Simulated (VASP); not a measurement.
# LiBi (P4/mmm) in VASP: a series of runs, part 2 of 2

VASP 6.6.1.

## 3. Single point, LDA

This run uses another cell than the first one, of 22.13 Å³/atom.

File INCAR:

```
SYSTEM = LiBi
  ALGO = Normal
  EDIFF = 1E-6
  ENCUT = 520
  GGA = CA
  ISIF = 2
  ISMEAR = 0
  LASPH = .TRUE.
  LCHARG = .FALSE.
  LREAL = .FALSE.
  LWAVE = .FALSE.
  NBANDS = 16
  NELM = 60
  PREC = Accurate
  SIGMA = 0.05
```

File KPOINTS:

```
k-points
0
G
  8 8 6
  0 0 0
```

File POSCAR:

```
LiBi
1.0
    3.3003935207      0.0000000000      0.0000000000
    0.0000000000      3.3003935207      0.0000000000
    0.0000000000      0.0000000000      4.0633522562
Li Bi
1 1
Direct
    0.0000000000      0.0000000000      0.0000000000
    0.5000000000      0.5000000000      0.5000000000
```

Potentials or basis: VASP PAW LDA potentials, release 64 (Li_sv, Bi_d).

Run with:

```sh
$ cat potpaw_LDA.64/Li_sv/POTCAR potpaw_LDA.64/Bi_d/POTCAR > POTCAR
$ mpirun -np 1 vasp_std > vasp.out
```

OUTCAR:

```text
SYSTEM = LiBi
   EDIFF = 1E-6
   ENCUT = 520
   GGA = CA
   ISIF = 2
   ISMEAR = 0
   LASPH = .TRUE.
   LREAL = .FALSE.
   NELM = 60
   PREC = Accurate

 ion  position               nearest neighbor table
   1  0.000  0.000  0.000-   2 3.09   2 3.09   2 3.09   2 3.09   2 3.09   2 3.09   2 3.09   2 3.09

   2  0.500  0.500  0.500-   1 3.09   1 3.09   1 3.09   1 3.09   1 3.09   1 3.09   1 3.09   1 3.09

  LATTYP: Found a simple tetragonal cell.
 ALAT       =     3.3003935207
 C/A-ratio  =     1.2311720499

  Lattice vectors:

 A1 = (   3.3003935207,   0.0000000000,   0.0000000000)
 A2 = (   0.0000000000,   3.3003935207,   0.0000000000)
 A3 = (   0.0000000000,   0.0000000000,   4.0633522562)

Analysis of symmetry for initial positions (statically):
=====================================================================
 Subroutine PRICEL returns:
 Original cell was already a primitive cell.

 Routine SETGRP: Setting up the symmetry group for a
 simple tetragonal supercell.

 Subroutine GETGRP returns: Found 16 space group operations
 (whereof 16 operations were pure point group operations)
 out of a pool of 16 trial point group operations.

The static configuration has the point symmetry D_4h.

Analysis of symmetry for dynamics (positions and initial velocities):
=====================================================================
 Subroutine PRICEL returns:
 Original cell was already a primitive cell.

 Routine SETGRP: Setting up the symmetry group for a
 simple tetragonal supercell.

 Subroutine GETGRP returns: Found 16 space group operations
 (whereof 16 operations were pure point group operations)
 out of a pool of 16 trial point group operations.

The dynamic configuration has the point symmetry D_4h.

 Subroutine INISYM returns: Found 16 space group operations
 (whereof 16 operations are pure point group operations),
 and found     1 'primitive' translations

----------------------------------------------------------------------------------------

                                     Primitive cell

  volume of cell :      44.2605

  direct lattice vectors                    reciprocal lattice vectors
     3.300393521  0.000000000  0.000000000     0.302994171  0.000000000  0.000000000
     0.000000000  3.300393521  0.000000000     0.000000000  0.302994171  0.000000000
     0.000000000  0.000000000  4.063352256     0.000000000  0.000000000  0.246102217

  length of vectors
     3.300393521  3.300393521  4.063352256     0.302994171  0.302994171  0.246102217

  position of ions in fractional coordinates (direct lattice)
     0.000000000  0.000000000  0.000000000
     0.500000000  0.500000000  0.500000000

  ion indices of the primitive-cell ions
   primitive index   ion index
                 1           1
                 2           2

----------------------------------------------------------------------------------------

 KPOINTS: k-points

Automatic generation of k-mesh.
 Grid dimensions read from file:
 generate k-points for:    8    8    6

 Generating k-lattice:

  Cartesian coordinates                     Fractional coordinates (reciprocal lattice)
     0.037874271  0.000000000  0.000000000     0.125000000  0.000000000  0.000000000
     0.000000000  0.037874271  0.000000000     0.000000000  0.125000000  0.000000000
     0.000000000  0.000000000  0.041017036     0.000000000  0.000000000  0.166666667

  Length of vectors
     0.037874271  0.037874271  0.041017036

  Shift w.r.t. Gamma in fractional coordinates (k-lattice)
     0.000000000  0.000000000  0.000000000

 Subroutine IBZKPT returns following result:
 ===========================================

 Found     60 irreducible k-points:

 Following reciprocal coordinates:
            Coordinates               Weight
  0.000000  0.000000  0.000000      1.000000
  0.125000  0.000000  0.000000      4.000000
  0.250000  0.000000  0.000000      4.000000
  0.375000  0.000000  0.000000      4.000000
  0.500000  0.000000  0.000000      2.000000
  0.125000  0.125000  0.000000      4.000000
[... 16 lines left out ...]
  0.375000  0.125000  0.166667     16.000000
  0.500000  0.125000  0.166667      8.000000
 [... further k-points ...]
   k-points           NKPTS =     60   k-points in BZ     NKDIM =     60   number of bands    NBANDS=     16
   number of dos      NEDOS =    301   number of ions     NIONS =      2
   total plane-waves  NPLWV =  23520
   dimension x,y,z NGX =    28 NGY =   28 NGZ =   30
   dimension x,y,z NGXF=    56 NGYF=   56 NGZF=   60
   ions per type =               1   1
   NGX,Y,Z   is equivalent  to a cutoff of  14.10, 14.10, 12.27 a.u.
   NGXF,Y,Z  is equivalent  to a cutoff of  28.21, 28.21, 24.55 a.u.
 SYSTEM =  LiBi
   PREC   = accura    normal or accurate (medium, high low for compatibility)
   ISTART =      0    job   : 0-new  1-cont  2-samecut
   ICHARG =      2    charge: 1-file 2-atom 10-const
   ISPIN  =      1    spin polarized calculation?
   LNONCOLLINEAR =      F non collinear calculations
   LSORBIT =      F    spin-orbit coupling
   LASPH  =      T    aspherical Exc in radial PAW
   ENCUT  =  520.0 eV  38.22 Ry    6.18 a.u.   6.14  6.14  7.56*2*pi/ulx,y,z
   NELM   =     60;   NELMIN=  2; NELMDL= -5     # of ELM steps
   EDIFF  = 0.1E-05   stopping-criterion for ELM
   LREAL  =      F    real-space projection
   EDIFFG = 0.1E-04   stopping-criterion for IOM
   NSW    =      0    number of steps for IOM
   IBRION =     -1    ionic relax: 0-MD 1-quasi-New 2-CG
   NFREE  =      0    steps in history (QN), initial steepest desc. (CG)
   ISIF   =      2    stress and relaxation
   ISYM   =      2    0-nonsym 1-usesym 2-fastsym
   POTIM  = 0.5000    time-step for ionic-motion
   TEBEG  =    0.0;   TEEND  =   0.0 temperature during run
   PSTRESS=    0.0 pullay stress
   NELECT =      18.0000    total number of electrons
   NUPDOWN=      -1.0000    fix difference up-down
   EMIN   =  10.00;   EMAX   =-10.00  energy-range for DOS
   EFERMI =   0.00;   METHOD = LEGACY
   ISMEAR =     0;   SIGMA  =   0.05  broadening in eV -4-tet -1-fermi 0-gaus
   EFERMI_NEDOS =   21; number of points for ismear=-14 and -15
   IALGO  =     38    algorithm
   IMIX   =      4    mixing-type and parameters
     AMIX     =   0.40;   BMIX     =  1.00
     AMIX_MAG =   1.60;   BMIX_MAG =  1.00
  volume/ion in A,a.u.               =      22.13       149.34
  Fermi-wavevector in a.u.,A,eV,Ry     =   1.212906  2.292059 20.016077  1.471140
  Thomas-Fermi vector in A             =   2.348375
   LORBIT       =      0    0 simple, 1 ext, 2 COOP (PROOUT), +10 PAW based schemes
   GGA     = CA    functional components
   LHFCALC =     F    Hartree Fock is set to
   AEXX    =    0.0000 exact exchange contribution
   IVDW    =     0    specifies the selected vdW correction
   LEPSILON=     F    determine dielectric tensor
   LRPA    =     F    only Hartree local field effects (RPA)
 non-spin polarized calculation
 Gauss-broadening in eV      SIGMA  =   0.05
  energy-cutoff  :      520.00
  volume of cell :       44.26
 maximum number of plane-waves:      1208
 NGX is ok and might be reduce to    28
   NGX = 13   NGY = 13   NGZ = 15

 number of electron      18.0000005 magnetization

 Free energy of the ion-electron system (eV)
  ---------------------------------------------------
  ext. energy  EPLUGINS =         0.00000000
  ---------------------------------------------------
  free energy    TOTEN  =        -7.51076308 eV

  energy without entropy =       -7.50952933  energy(sigma->0) =       -7.51014621

 E-fermi :   6.0882     XC(G=0):  -9.7993

 val. band max:        6.0750966466   @ k =   0.3750   0.2500   0.3333
 cond. band min:       6.1020981268   @ k =   0.5000   0.5000   0.3333
 fundamental gap:      0.0270014802
 Fermi energy:         6.0881637531

 k-point     1 :       0.0000    0.0000    0.0000
  band No.  band energies     occupation
      1     -39.7234      2.00000
      2     -16.6850      2.00000
      3     -16.5046      2.00000
      4     -16.4064      2.00000
      5     -16.3951      2.00000
      6     -16.3951      2.00000
[... 8 lines left out ...]
     15      17.5581      0.00000
     16      17.5581      0.00000
[... 419 lines left out ...]
 k-point    24 :       0.5000    0.1250    0.1667
  band No.  band energies     occupation
      1     -39.7199      2.00000
      2     -16.5362      2.00000
      3     -16.4969      2.00000
      4     -16.4838      2.00000
      5     -16.4020      2.00000
      6     -16.3397      2.00000
[... 8 lines left out ...]
     15      17.0695      0.00000
     16      17.2412      0.00000

 [... further k-points ...]

------------------------ aborting loop because EDIFF is reached ----------------------------------------

  FORCE on cell =-STRESS in cart. coord.  units (eV):
  Direction    XX          YY          ZZ          XY          YZ          ZX
  --------------------------------------------------------------------------------------
  -------------------------------------------------------------------------------------
  Total        0.0298820      0.0298820      0.0097643      0.0000000      0.0000000      0.0000000
  in kB        1.0816953      1.0816953      0.3534568      0.0000000      0.0000000      0.0000000
  external PRESSURE =       0.8389491 kB  Pullay stress =       0.0000000 kB

 VOLUME and BASIS-vectors are now :
 -----------------------------------------------------------------------------
  energy-cutoff  :      520.00
  volume of cell :       44.26
      direct lattice vectors                 reciprocal lattice vectors
     3.300393521  0.000000000  0.000000000     0.302994171  0.000000000  0.000000000
     0.000000000  3.300393521  0.000000000     0.000000000  0.302994171  0.000000000
     0.000000000  0.000000000  4.063352256     0.000000000  0.000000000  0.246102217

 POSITION                                       TOTAL-FORCE (eV/Angst)
 -----------------------------------------------------------------------------------
      0.00000      0.00000      0.00000         0.000000      0.000000      0.000000
      1.65020      1.65020      2.03168         0.000000      0.000000      0.000000
 -----------------------------------------------------------------------------------
    total drift:                                0.000000      0.000000      0.000000

  FREE ENERGIE OF THE ION-ELECTRON SYSTEM (eV)
  ---------------------------------------------------
  free  energy   TOTEN  =        -7.5107630805 eV

  energy  without entropy=       -7.5095293327  energy(sigma->0) =       -7.51014621
```

Run time: 21 s. Hardware: 1 thread of Intel Xeon Platinum 8259CL at 2.50GHz (Skylake/Cascade Lake), shared host; peak memory 0.16 GiB.

Results:

```
Free energy            : -7.5108 eV
Band gap on the k mesh : zero (bands 9 and 10 overlap by 5.43 eV)
```

Caveat: the cutoff is under 1.25 times the usual one of these potentials, so pressure, stress and relaxed cells hold a basis-set (Pulay) error; spin-orbit coupling is left out, which moves the levels of the heavy elements.

## 4. Single point, LDA

This run uses another cell than the first one, of 22.13 Å³/atom.

File INCAR:

```
PREC = Accurate
ENCUT = 520
EDIFF = 1E-6
ISMEAR = 0
SIGMA = 0.05
LREAL = False
LASPH = True
NELM = 80
ALGO = Normal
ISIF = 2
LWAVE = False
LCHARG = False
GGA = CA
NBANDS = 16
```

File KPOINTS:

```
regular mesh
0
Gamma
  8 8 6
```

POSCAR is that of step 3.

Run with:

```sh
$ cat potpaw_LDA.64/Li_sv/POTCAR potpaw_LDA.64/Bi_d/POTCAR > POTCAR
$ mpirun -np 1 vasp_std > vasp.out
```

Run time: 21 s. Hardware: 1 thread of Intel Xeon Platinum 8259CL at 2.50GHz (Skylake/Cascade Lake), shared host; peak memory 0.16 GiB.

Results (log left out):

```yaml
Free_energy: -7.5108 eV
Band_gap_on_the_k_mesh: zero (bands 9 and 10 overlap by 5.43 eV)
```

Levels at points of the mesh, in eV from the Fermi level:
| k point | band 6 | band 7 | band 8 | band 9 | band 10 | band 11 | band 12 | band 13 |
| --- | --- | --- | --- | --- | --- | --- | --- | --- |
| (0.00, 0.00, 0.00) | -22.48 | -12.64 | -1.49 | 2.34 | 2.49 | 2.49 | 6.65 | 7.01 |
| (0.50, 0.00, 0.00) | -22.44 | -10.85 | -5.01 | 0.91 | 3.43 | 4.60 | 4.81 | 6.37 |
| (0.50, 0.50, 0.00) | -22.38 | -8.96 | -3.44 | -3.44 | 2.23 | 2.91 | 6.16 | 6.16 |
| (0.00, 0.00, 0.50) | -22.49 | -12.17 | -4.82 | 3.53 | 3.53 | 5.92 | 7.77 | 7.77 |
| (0.50, 0.00, 0.50) | -22.41 | -10.30 | -4.58 | -3.26 | 1.57 | 5.50 | 8.89 | 9.37 |
| (0.50, 0.50, 0.50) | -22.38 | -8.48 | -2.47 | -2.47 | -0.64 | 2.08 | 2.08 | 2.10 |

Caveat: the cutoff is under 1.25 times the usual one of these potentials, so pressure, stress and relaxed cells hold a basis-set (Pulay) error; spin-orbit coupling is left out, which moves the levels of the heavy elements.
